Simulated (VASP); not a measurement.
Input of a VASP 6.6.1 run:

File INCAR:

```
PREC = Accurate
ENCUT = 520
EDIFF = 1E-6
ISMEAR = 0
SIGMA = 0.1
LREAL = F
LASPH = T
NELM = 100
ALGO = Normal
ISIF = 2
LWAVE = F
LCHARG = T
GGA = PE
LELF = T
LVHAR = T
NBANDS = 16
```

Contents of KPOINTS:

```
regular mesh
0
Gamma
  8 8 2
```

POSCAR

```
Be5H3
1.0
    2.4271364300      0.0000000000      0.0000000000
    0.0000000000      2.4271364300      0.0000000000
    0.0000000000      0.0000000000      9.6110979300
Be H
5 3
Direct
    0.0000000000      0.0000000000      0.8732289100
    0.0000000000      0.0000000000      0.1267710900
    0.0000000000      0.0000000000      0.3748377300
    0.0000000000      0.0000000000      0.6251622700
    0.5000000000      0.5000000000      0.0000000000
    0.5000000000      0.5000000000      0.2499350300
    0.5000000000      0.5000000000      0.5000000000
    0.5000000000      0.5000000000      0.7500649700
```

Potentials or basis: VASP PAW PBE potentials, release 64 (Be, H).

Command:

```console
$ cat potpaw_PBE.64/Be/POTCAR potpaw_PBE.64/H/POTCAR > POTCAR
$ mpirun -np 1 vasp_std > vasp.out
```

**Question.** Estimate the pressure.

**Answer.** -5.4 GPa.

**Question.** Predict the largest force.

**Answer.** 0.995 eV/Å.

Stress tensor (GPa, compression positive):
```
-6.72  0.00  0.00
 0.00 -6.72  0.00
 0.00  0.00 -2.63
```
